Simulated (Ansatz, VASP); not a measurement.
## CuI: VASP beside Ansatz

File INCAR:

```
SYSTEM = CuI
PREC = Accurate ; ENCUT = 600
EDIFF = 1E-7 ; ISMEAR = -1
SIGMA = 0.05 ; LREAL = .FALSE.
LASPH = .TRUE. ; NELM = 80
ALGO = Normal ; ISIF = 3
LWAVE = .FALSE. ; LCHARG = .FALSE.
GGA = RE ; IBRION = 2
NSW = 60 ; EDIFFG = -0.01
```

File KPOINTS:

```
Automatic mesh
0
G
  8 8 8
  0 0 0
```

The input POSCAR:

```
CuI
1.0
    0.0000000000      3.0315000000      3.0315000000
    3.0315000000      0.0000000000      3.0315000000
    3.0315000000      3.0315000000      0.0000000000
I Cu
1 1
Direct
    0.0000000000      0.0000000000      0.0000000000
    0.7500000000      0.7500000000      0.7500000000
```

input.yaml

```yaml
crystal:
  lattice:
    - [0.0, 3.0315, 3.0315]
    - [3.0315, 0.0, 3.0315]
    - [3.0315, 3.0315, 0.0]
  atoms:
    - { symbol: I, position: [0.0, 0.0, 0.0] }
    - { symbol: Cu, position: [0.75, 0.75, 0.75] }
hamiltonian:
  xc: revpbe
  pseudopotentials: { kind: paw }
kpoints:
  mp_grid: { grid: [8, 8, 8] }
scf:
  occupations: { method: fermi_dirac, width: 0.05 }
output:
  forces: true
  stress: true
relax:
  f_tol: 0.01
  max_steps: 40
  cell: { stress_tol: 0.05 }
```

Alike in both runs: task relaxation of cell and atoms; functional revPBE; k mesh 8 × 8 × 8; occupations fermi-dirac, width 0.05 eV; no spin polarisation.

```csv
,VASP,Ansatz
version,VASP 6.6.1,Ansatz 0.2.0
potentials or method,"VASP PAW PBE potentials, release 64 (I, Cu)",Ansatz PAW
plane-wave cutoff (eV),600,420
valence electrons in the cell,18,36
```

|  | VASP | Ansatz | Ansatz less VASP |
| --- | --- | --- | --- |
| relaxed volume (Å³/atom) | 29.28 | 29.23 | -0.046 |
| relaxed length of the cell vector where the two differ most in proportion (Å) | 4.359 | 4.356 | -0.0023 |

VASP's potentials were made for PBE, not for revPBE. VASP's potentials hold 18 valence electrons a cell and Ansatz's 36, so a difference there can come from the potentials and not from the codes.

Neither program's run includes spin-orbit coupling. Noted on Ansatz's run: the plane-wave basis is chosen anew once the cell has moved, so the energies of steps on either side of that aren't comparable.
